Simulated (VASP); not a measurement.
Input of a VASP 6.6.1 run:

INCAR

```
SYSTEM = Nb
PREC = Accurate ; ENCUT = 500
EDIFF = 1E-6 ; ISMEAR = 1
SIGMA = 0.05 ; LREAL = .FALSE.
LASPH = .TRUE. ; NELM = 120
ALGO = Normal ; ISIF = 2
LWAVE = .FALSE. ; LCHARG = .FALSE.
GGA = PE ; NBANDS = 12
GGA_COMPAT = .FALSE.
```

File KPOINTS:

```
Automatic mesh
0
G
  9 9 9
  0 0 0
```

The input POSCAR:

```
Nb
1.0
    0.0000000000      2.1150000000      2.1150000000
    2.1150000000      0.0000000000      2.1150000000
    2.1150000000      2.1150000000      0.0000000000
Nb
1
Direct
    0.0000000000      0.0000000000      0.0000000000
```

Potentials or basis: VASP PAW PBE potentials, release 64 (Nb_sv).

Run with:

```console
$ cat potpaw_PBE.64/Nb_sv/POTCAR > POTCAR
$ mpirun -np 1 vasp_std > vasp.out
```

**Question.** Predict the pressure.

**Answer.** -0.4 GPa.

**Question.** Predict the band gap on the k mesh.

**Answer.** Zero (an odd number of electrons rules out a gap without spin polarisation).
